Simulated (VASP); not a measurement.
Something may be wrong with this VASP 6.6.1 calculation of Ca.

INCAR

```
SYSTEM = Ca
GGA = PE ; ISMEAR = -5
SIGMA = 0.1 ; LWAVE = .FALSE.
LCHARG = .FALSE. ; NBANDS = 16
PREC = Accurate ; LASPH = .TRUE.
LREAL = .FALSE. ; ALGO = Normal
EDIFF = 1E-6 ; NELM = 50
GGA_COMPAT = .FALSE. ; ENCUT = 300
```

The input KPOINTS:

```
Automatic mesh
0
Gamma
  1 1 1
  0 0 0
```

KPOINTS_OPT

```
path GHNGPH,PN
12
line-mode
reciprocal
 0.0000000000  0.0000000000  0.0000000000  G
 0.5000000000 -0.5000000000  0.5000000000  H

 0.5000000000 -0.5000000000  0.5000000000  H
 0.0000000000  0.0000000000  0.5000000000  N

 0.0000000000  0.0000000000  0.5000000000  N
 0.0000000000  0.0000000000  0.0000000000  G

 0.0000000000  0.0000000000  0.0000000000  G
 0.2500000000  0.2500000000  0.2500000000  P

 0.2500000000  0.2500000000  0.2500000000  P
 0.5000000000 -0.5000000000  0.5000000000  H

 0.2500000000  0.2500000000  0.2500000000  P
 0.0000000000  0.0000000000  0.5000000000  N
```

POSCAR

```
Ca
1.0
   -2.2400000000      2.2400000000      2.2400000000
    2.2400000000     -2.2400000000      2.2400000000
    2.2400000000      2.2400000000     -2.2400000000
Ca
1
Direct
    0.0000000000      0.0000000000      0.0000000000
```

Potentials or basis: VASP PAW PBE potentials, release 64 (Ca_sv).

Command:

```bash
$ cat potpaw_PBE.64/Ca_sv/POTCAR > POTCAR
$ mpirun -np 1 vasp_std > vasp.out
```

OUTCAR:

```text
SYSTEM = Ca
   GGA = PE
   ISMEAR = -5
   PREC = Accurate
   LASPH = .TRUE.
   LREAL = .FALSE.
   EDIFF = 1E-6
   NELM = 50
   ENCUT = 300

|       ---->  I REFUSE TO CONTINUE WITH THIS SICK JOB ... BYE!!! <----       |
|                                                                             |
 -----------------------------------------------------------------------------
```

On the terminal:

```text
POSCAR found type information on POSCAR Ca
 POSCAR found :  1 types and       1 ions
[... 17 lines left out ...]

1
```

Task: How did it end, and where is the flaw?

Result: The input was rejected before any iteration. The input holds a flaw that was put in on purpose: tetrahedra on too few k points (ISMEAR = -5; KPAR = left out; k = 1 × 1 × 1).

A sound run on the same cell differs in these lines of the main input:
```diff
@@ -2 +2 @@
-GGA = PE ; ISMEAR = -5
+GGA = PE ; ISMEAR = 1
@@ -7 +7 @@
-EDIFF = 1E-6 ; NELM = 50
+EDIFF = 1E-6 ; NELM = 120
```
